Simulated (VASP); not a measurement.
A run of VASP 6.6.1 is set up as follows.

The input INCAR:

```
  ALGO = Normal
  DIPOL = 0.5 0.5 0.500
  EDIFF = 1E-6
  ENCUT = 520
  GGA = PE
  IDIPOL = 3
  ISIF = 2
  ISMEAR = 0
  IVDW = 12
  LASPH = T
  LCHARG = T
  LDIPOL = T
  LELF = T
  LREAL = F
  LVACPOTAV = T
  LVHAR = T
  LWAVE = F
  NBANDS = 12
  NELM = 100
  PREC = Accurate
  SIGMA = 0.02
```

The input KPOINTS:

```
k-points
0
Gamma
  9 9 1
```

Contents of POSCAR:

```
As
1.0
    3.4060000000      0.0000000000      0.0000000000
   -1.7030000000      2.9496825253      0.0000000000
    0.0000000000      0.0000000000     28.5742413766
As
2
Direct
    0.3333333333      0.6666666667      0.4633236107
    0.6666666667      0.3333333333      0.5366763893
```

Potentials or basis: VASP PAW PBE potentials, release 64 (As).

The run is started by

```bash
$ cat potpaw_PBE.64/As/POTCAR > POTCAR
$ mpirun -np 1 vasp_std > vasp.out
```

Q: What does it give for the band gap on the k mesh?

A: Zero (band 5 reaches -1.16 eV, above the bottom of band 6 at -3.57 eV).

Q: What does it give for the dispersion energy per atom?

A: -0.220 eV.

Q: Estimate the largest force.

A: 2.089 eV/Å.

Forces on the atoms (eV/Å):
```
As   0.000  0.000  2.089
As   0.000  0.000 -2.089
```
